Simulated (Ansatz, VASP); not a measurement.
Al4Cr: VASP beside Ansatz

Contents of INCAR:

```
PREC = Accurate
ENCUT = 520
EDIFF = 1E-7
ISMEAR = 0
SIGMA = 0.1
LREAL = Auto
LASPH = T
NELM = 60
ALGO = Normal
ISIF = 2
LWAVE = F
LCHARG = F
GGA = PE
NBANDS = 49
```

Contents of KPOINTS:

```
Automatic mesh
0
Gamma
  3 2 3
```

File POSCAR:

```
Al4Cr
1.0
    5.3319660000     -0.1595620000     -0.0726530000
    2.9353480000     -8.7904580000      0.1232860000
    1.0207310000      0.0637390000     -4.9151000000
Cr Al
3 12
Direct
    0.2595650000      0.3025520000      0.1804960000
    0.5685160000      0.7169560000      0.1493490000
    0.7814680000      0.9964380000      0.8170990000
    0.3653060000      0.9585270000      0.9658000000
    0.6235700000      0.9795110000      0.3778680000
    0.7674740000      0.2105920000      0.1362810000
    0.9970030000      0.7460210000      0.0820110000
    0.4810610000      0.2616760000      0.6576280000
    0.7192940000      0.7469160000      0.6571710000
    0.9538210000      0.1461470000      0.5660180000
    0.0842220000      0.8651650000      0.5402440000
    0.8515670000      0.4422990000      0.4453920000
    0.2640960000      0.5265090000      0.4886240000
    0.9925520000      0.4351150000      0.9183360000
    0.5064060000      0.4856530000      0.8902420000
```

Input for Ansatz:

```yaml
crystal:
  lattice:
    - [5.331966, -0.159562, -0.072653]
    - [2.935348, -8.790458, 0.123286]
    - [1.020731, 0.063739, -4.9151]
  atoms:
    - { symbol: Cr, position: [0.259565, 0.302552, 0.180496] }
    - { symbol: Cr, position: [0.568516, 0.716956, 0.149349] }
    - { symbol: Al, position: [0.365306, 0.958527, 0.9658] }
    - { symbol: Cr, position: [0.781468, 0.996438, 0.817099] }
    - { symbol: Al, position: [0.62357, 0.979511, 0.377868] }
    - { symbol: Al, position: [0.767474, 0.210592, 0.136281] }
    - { symbol: Al, position: [0.997003, 0.746021, 0.082011] }
    - { symbol: Al, position: [0.481061, 0.261676, 0.657628] }
    - { symbol: Al, position: [0.719294, 0.746916, 0.657171] }
    - { symbol: Al, position: [0.953821, 0.146147, 0.566018] }
    - { symbol: Al, position: [0.084222, 0.865165, 0.540244] }
    - { symbol: Al, position: [0.851567, 0.442299, 0.445392] }
    - { symbol: Al, position: [0.264096, 0.526509, 0.488624] }
    - { symbol: Al, position: [0.992552, 0.435115, 0.918336] }
    - { symbol: Al, position: [0.506406, 0.485653, 0.890242] }
hamiltonian:
  xc: pbe
  pseudopotentials: { kind: paw }
basis:
  ecutwfc: 420
kpoints:
  mp_grid: { grid: [3, 2, 3] }
scf:
  occupations: { method: gaussian, width: 0.1 }
  lower_state_search: "off"
output:
  forces: true
  stress: true
  write_density: true
  write_potential: true
  elf: true
  volumetric_format: npy
```

Alike in both runs: task single point; functional PBE; k mesh 3 × 2 × 3; occupations gaussian, width 0.1 eV; no spin polarisation.

```csv
,VASP,Ansatz
version,VASP 6.6.1,Ansatz 0.2.0
potentials or method,"VASP PAW PBE potentials, release 64 (Cr_pv, Al), cutoff 520 eV","PAW, plane waves, scalar-relativistic"
valence electrons in the cell,72,78
```

```tsv
	VASP	Ansatz	Ansatz less VASP
pressure (GPa)	11.8	11.9	+0.06
rms of the force components (eV/Å)	2.548	2.551	+0.0027
```

VASP's potentials hold 72 valence electrons a cell and Ansatz's 78, so a difference there can come from the potentials and not from the codes.

The k mesh is coarse, so the values compare programs but aren't converged.
